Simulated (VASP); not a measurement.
The system is Si5S.

```
CELL_PARAMETERS angstrom
5.27591 0.00000 0.00000
-2.63795 4.56907 0.00000
0.00000 0.00000 4.76651
ATOMIC_POSITIONS crystal
Si 0.66053 0.00000 0.00000
Si 0.00000 0.66053 0.00000
Si 0.33947 0.33947 0.00000
Si 0.33333 0.66667 0.50000
Si 0.66667 0.33333 0.50000
S 0.00000 0.00000 0.50000
```

```yaml
Program: VASP 6.6.1
Task: relaxation of cell and atoms
Functional: PBE
Potentials_or_basis: VASP PAW PBE potentials, release 64 (Si, S)
Cutoff: 600 eV
k_mesh: 6 × 6 × 4
Occupations: gaussian, width 0.1 eV
Spin: no spin polarisation
```

At the start: pressure -12.1 GPa; volume 19.15 Å³/atom.

Q: Where does the relaxation end?

A: Over 8 steps the energy falls by 203.9 meV/atom and the volume is 15.06 Å³/atom (-21.4 %); space group P-62m (No. 189, to 0.05 Å).

Step by step:
```csv
step,energy change (eV),largest force (eV/Å),pressure (GPa),volume (Å³)
1,0.0000,0.2930,-12.08,114.90
2,-1.1707,0.2677,-2.28,92.53
3,-1.1924,0.2554,-0.16,89.94
4,-1.1926,0.2529,0.24,89.48
5,-1.2021,0.2074,0.24,89.51
6,-1.2166,0.0852,0.31,89.59
7,-1.2170,0.0637,0.33,89.61
8,-1.2232,0.0259,-0.20,90.35
```

Final structure:
```
CELL_PARAMETERS angstrom
4.84277 0.00000 0.00000
-2.42139 4.19396 0.00000
0.00000 0.00000 4.44836
ATOMIC_POSITIONS crystal
Si 0.64145 0.00000 0.00000
Si 0.00000 0.64145 0.00000
Si 0.35855 0.35855 0.00000
Si 0.33333 0.66667 0.50000
Si 0.66667 0.33333 0.50000
S 0.00000 0.00000 0.50000
```

Caveat: the volume moved by over 15 % at a fixed basis, so the end points are rough.
